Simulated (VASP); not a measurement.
A run of VASP 6.6.1 is set up as follows.

The input INCAR:

```
PREC = Accurate
ENCUT = 520
EDIFF = 1E-7
ISMEAR = 0
SIGMA = 0.15
LREAL = F
LASPH = T
NELM = 100
ALGO = Fast
ISIF = 2
LWAVE = F
LCHARG = F
GGA = PS
NBANDS = 28
```

File KPOINTS:

```
Automatic mesh
0
Gamma
  12 12 10
```

The input POSCAR:

```
SnO
1.0
    3.8053768948      0.0000000000      0.0000000000
    0.0000000000      3.8053768948      0.0000000000
    0.0000000000      0.0000000000      4.7531851815
Sn O
2 2
Direct
   -0.0092908902      0.4907091098      0.2423986461
    0.5092908902      0.0092908902      0.7576013539
    0.0013930128     -0.0013930128      0.0000000000
    0.4986069872      0.5013930128      0.0000000000
```

Potentials or basis: VASP PAW PBE potentials, release 64 (Sn_d, O).

The run is started by

```bash
$ cat potpaw_PBE.64/Sn_d/POTCAR potpaw_PBE.64/O/POTCAR > POTCAR
$ mpirun -np 1 vasp_std > vasp.out
```

(1) Predict the band gap on the k mesh.

(2) Estimate the largest force.

(3) Estimate the pressure.

## Answers

(1) zero (bands 20 and 21 overlap by 0.09 eV).

(2) 0.307 eV/Å.

(3) 0.3 GPa.

Caveat: the cell differs from its parent crystal (atoms displaced along a vibrational mode); semilocal functionals underestimate gaps, and a narrow one can read as zero; the PAW data sets were made with another functional, which shifts forces and pressure a little; spin-orbit coupling is left out, which moves the levels of the heavy elements.
